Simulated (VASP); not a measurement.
# Ge2Cl: single point with PBE

Crystal: Ge2Cl.

```
Ge Cl
1.0
     4.03492    0.00000    0.00000
    -2.01746    3.49434    0.00000
     0.00000    0.00000   10.85487
Ge Cl
4 2
Direct
  0.33333 0.66667 0.18459
  0.66667 0.33333 0.81541
  0.00000 0.00000 0.11310
  0.00000 0.00000 0.88690
  0.33333 0.66667 0.38415
  0.66667 0.33333 0.61585
```

| Property | Result |
| --- | --- |
| Program | VASP 6.6.1 |
| Task | single point |
| Functional | PBE |
| Potentials or basis | VASP PAW PBE potentials, release 64 (Ge_d, Cl) |
| Cutoff | 520 eV |
| k mesh | 12 × 12 × 4 |
| Occupations | gaussian, width 0.1 eV |
| Spin | no spin polarisation |

```json
{
 "Pressure": "2.5 GPa",
 "Largest force": "0.047 eV/Å",
 "Band gap on the k mesh": "0.36 eV"
}
```

Forces on the atoms (eV/Å):
```
Ge   0.000  0.000  0.041
Ge   0.000  0.000 -0.041
Ge   0.000  0.000  0.008
Ge   0.000  0.000 -0.008
Cl   0.000  0.000 -0.047
Cl   0.000  0.000  0.047
```

Stress tensor (GPa, compression positive):
```
2.59 0.00 0.00
0.00 2.59 0.00
0.00 0.00 2.40
```

Levels at points of the mesh, in eV from the valence-band top:
```csv
k point,band 33,band 34,band 35,band 36,band 37,band 38
"(0.00, 0.00, 0.00)",-0.75,-0.07,-0.07,0.36,0.57,2.29
"(0.50, 0.00, 0.00)",-2.03,-1.81,-1.08,0.83,1.16,2.59
"(0.00, 0.00, 0.50)",-0.82,0.00,0.00,0.36,0.41,1.79
"(0.50, 0.00, 0.50)",-1.90,-1.72,-1.29,0.98,1.17,2.38
```

Run time: 8.5 min on 1 thread of Intel(R) Xeon(R) Platinum 8259CL CPU @ 2.50GHz (Skylake/Cascade Lake), with other jobs on the host, peak memory 0.48 GiB.

A k mesh can miss the band edges.
